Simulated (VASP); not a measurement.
Runs of VASP 6.6.1 on AgB2. The structure is that of space group Fm-3m (No. 225), or close to it. The cells are those of the table. 

```tsv
task	cell	cutoff (eV)	gap on the mesh (eV)	pressure (GPa)	relaxed volume (Å³/atom)
single point	a = 3.610 Å, angles 60.0°, 3 atoms	520	none	-0.3	-
single point	a = 3.634 Å, angles 60.0°, 3 atoms	520	none	-3.6	-
relaxation of cell and atoms	relaxed from a = 3.610 Å, angles 60.0°, 3 atoms	600	none	0.2	(a)
relaxation of cell and atoms	relaxed from a = 3.635 Å, angles 60.0°, 3 atoms	500	none	0.0	(b)
single point	a = 3.586 Å, angles 60.0°, 3 atoms	520	none	3.5	-
```

Alike in all rows: level PBEsol; potentials or basis VASP PAW PBE potentials, release 64 (Ag, B); no spin polarisation; k mesh 7 × 7 × 7; smearing methfessel-paxton 0.05 eV.

Problem. Estimate the missing entries.

Solution. (a) 11.06; (b) 11.08.

Caveats: the PAW data sets were made with another functional, which shifts forces and pressure a little; the cell stands under tension (at least some runs); the cell stands under pressure (at least some runs).

A k mesh can miss the band edges, and the runs leave out spin-orbit coupling on Ag.

A gap of «none» marks levels without a gap at the run's occupations.
